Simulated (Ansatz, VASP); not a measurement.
## One calculation of Ag, two programs

```xyz
1
Lattice="0.0000 2.0706 2.0706 2.0706 0.0000 2.0706 2.0706 2.0706 0.0000" Properties=species:S:1:pos:R:3 pbc="T T T"
Ag    0.0000    0.0000    0.0000
```

Alike in both runs: task single point; functional PBE; k mesh 7 × 7 × 7; occupations gaussian, width 0.1579 eV; no spin polarisation.

|  | VASP | Ansatz |
| --- | --- | --- |
| version | VASP 6.6.1 | Ansatz 0.2.0 |
| potentials or method | VASP PAW PBE potentials, release 64 (Ag), cutoff 500 eV | PAW plane waves |
| valence electrons in the cell | 11 | 19 |

Ansatz gave:

```
gap on the k mesh at the Fermi level (eV) : none
pressure (GPa)                            : 0.0
```

Question: What did VASP give for the same quantities?

Answer: gap on the k mesh at the Fermi level (eV): none; pressure (GPa): -0.1.

A gap of «none» marks a metal or a gap that the smearing closes. VASP's potentials hold 11 valence electrons a cell and Ansatz's 19, so a difference there can come from the potentials and not from the codes.

The k mesh is coarse, so the values compare programs but aren't converged.
